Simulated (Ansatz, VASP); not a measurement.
One calculation of B2Br, two programs

```
B Br
1.0
     3.06940    0.00000    0.00000
    -1.53470    2.65818    0.00000
     0.00000    0.00000    5.19354
B Br
2 1
Cartesian
  0.0000 1.7721 2.5968
  1.5347 0.8861 2.5968
  0.0000 0.0000 0.0000
```

Alike in both runs: functional PBE; k mesh 18 × 18 × 10; occupations gaussian, width 0.1 eV; no spin polarisation.

Ansatz relaxed the structure, and its values are those at the end. VASP's run is a single point on that final structure, the one shown.

|  | VASP | Ansatz |
| --- | --- | --- |
| version | VASP 6.6.1 | Ansatz 0.2.0 |
| potentials or method | VASP PAW PBE potentials, release 64 (B, Br), cutoff 520 eV | scalar-relativistic, plane waves, PAW |
| valence electrons in the cell | 13 | 13 |

```tsv
	VASP	Ansatz	Ansatz less VASP
gap on the k mesh at the Fermi level (eV)	none	none	-
pressure (GPa)	0.0	0.0	-0.01
```

A gap of «none» marks a metal or a gap that the smearing closes. The functional is the same, so the differences come from potentials, cutoffs and numerics.
